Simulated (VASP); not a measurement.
A run of VASP 6.6.1 is set up as follows.

File INCAR:

```
PREC = Accurate
ENCUT = 520
EDIFF = 1E-6
ISMEAR = -1
SIGMA = 0.02
LREAL = Auto
LASPH = True
NELM = 80
ALGO = Normal
ISIF = 2
LWAVE = False
LCHARG = False
GGA = PE
NBANDS = 56
```

Contents of KPOINTS:

```
regular mesh
0
Gamma
  1 1 1
```

File POSCAR:

```
HF
1.0
    7.6174120000      0.0000000000      0.0000000000
    0.0000000000      7.6174120000      0.0000000000
    0.0000000000      0.0000000000      7.6174120000
F H
10 10
Direct
    0.1103261843      0.1824504175      0.7620042083
    0.2274657062      0.2722315663      0.2474199899
    0.4126729656      0.6089469757      0.3060094426
    0.6301877856      0.5479157488      0.6964045006
    0.6208801624      0.6280085677      0.0156746149
    0.1148290259      0.7614528399      0.4918599650
    0.8815592487      0.0401842516      0.1502216238
    0.6939364708      1.0351022106      0.4641733964
    0.8542796425     -0.0400398456      0.7398707067
    0.2417750281      0.4429194587      0.9117532306
    0.0352350641      0.0774147440      0.7655749748
    0.2298418413      0.2562943950      0.1248455512
    0.4873308678      0.5816673694      0.2112003394
    0.5501212223      0.5363895244      0.6006633224
    0.5989960895      0.5931016991     -0.0959643511
    0.1701496519      0.6579399933      0.4321677756
    0.8784610836     -0.0870111791      0.1663425846
    0.6520718585      1.1271938553      0.3941364863
    0.8217357811     -0.0025993080      0.6299252292
    0.1992540249      0.3506834080      0.8386181554
```

Potentials or basis: VASP PAW PBE potentials, release 64 (F, H).

Command:

```sh
$ cat potpaw_PBE.64/F/POTCAR potpaw_PBE.64/H/POTCAR > POTCAR
$ mpirun -np 1 vasp_gam > vasp.out
```

(1) Estimate the pressure.

(2) What does it give for the largest force?

Results:

(1) -0.3 GPa.

(2) 3.312 eV/Å.

Caveat: the k points lie up to 0.82 Å⁻¹ apart, too coarse for converged energies, forces and pressures.
